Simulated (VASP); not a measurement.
NaH4:

```xyz
5
Lattice="3.4215 0.0000 0.0000 -1.7108 2.9631 0.0000 0.0000 0.0000 7.3905" Properties=species:S:1:pos:R:3 pbc="T T T"
Na    0.0000    0.0000    0.0000
H     0.0000    1.9754    1.8476
H     0.0000    1.9754    5.5429
H     1.7108    0.9877    1.8476
H     1.7108    0.9877    5.5429
```

This cell differs from its parent crystal: atoms taken out.

```yaml
Program: VASP 6.6.1
Task: relaxation of cell and atoms
Functional: PBE
Potentials_or_basis: VASP PAW PBE potentials, release 64 (Na_pv, H)
Cutoff: 500 eV
k_mesh: 6 × 6 × 4
Occupations: gaussian, width 0.1 eV
Spin: no spin polarisation
```

At the start: pressure -7.4 GPa; volume 14.99 Å³/atom.

Problem. How do energy, volume and symmetry change on relaxing?

Solution. Over 5 steps the energy falls by 222.0 meV/atom and the volume is 9.11 Å³/atom (-39.2 %); space group P6/mmm (No. 191, to 0.1 Å) before and after.

The path:
| step | energy change (eV) | largest force (eV/Å) | pressure (GPa) | volume (Å³) |
| --- | --- | --- | --- | --- |
| 1 | 0.0000 | 0.4196 | -7.42 | 74.93 |
| 2 | -0.3650 | 0.3799 | -7.16 | 67.65 |
| 3 | -1.0827 | 0.1030 | -2.34 | 48.66 |
| 4 | -1.0999 | 0.0666 | 1.68 | 43.56 |
| 5 | -1.1102 | 0.0071 | -0.09 | 45.53 |

Final structure:
```
Na H
1.0
     2.88475    0.00000    0.00000
    -1.44237    2.49826    0.00000
     0.00000    0.00000    6.31737
Na H
1 4
Direct
  0.00000 0.00000 0.00000
  0.33333 0.66667 0.23704
  0.33333 0.66667 0.76296
  0.66667 0.33333 0.23704
  0.66667 0.33333 0.76296
```

Caveat: the cell differs from its parent crystal (atoms taken out); the volume moved by over 15 % at a fixed basis, so the end points are rough.
